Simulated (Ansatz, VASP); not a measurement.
# Two plane-wave programs on KF

```xyz
2
Lattice="3.1789 -0.0267 0.0000 -0.0267 3.1789 0.0000 0.0000 0.0000 3.1789" Properties=species:S:1:pos:R:3 pbc="T T T"
K     0.0000    0.0000    0.0000
F     1.5761    1.5761    1.5894
```

Change from the starting cell: shear_xy strain -1.7%.

Alike in both runs: task single point; functional r2SCAN; k mesh 8 × 8 × 8; no spin polarisation.

|  | VASP | Ansatz |
| --- | --- | --- |
| version | VASP 6.6.1 | Ansatz 0.2.0 |
| potentials or method | VASP PAW PBE potentials, release 64 (K_sv, F) | plane waves, PAW |
| plane-wave cutoff (eV) | 520 | 500 |
| occupations | gaussian, width 0.01 eV | fixed |
| valence electrons in the cell | 16 | 16 |

```csv
,VASP,Ansatz,Ansatz less VASP
gap on the k mesh at the Fermi level (eV),7.73,7.72,-0.003
pressure (GPa),0.0,0.0,+0.01
"traceless stress, the component that is largest in VASP (GPa)",0.22,0.21,-0.017
```

VASP's potentials were made for PBE, not for r2SCAN.
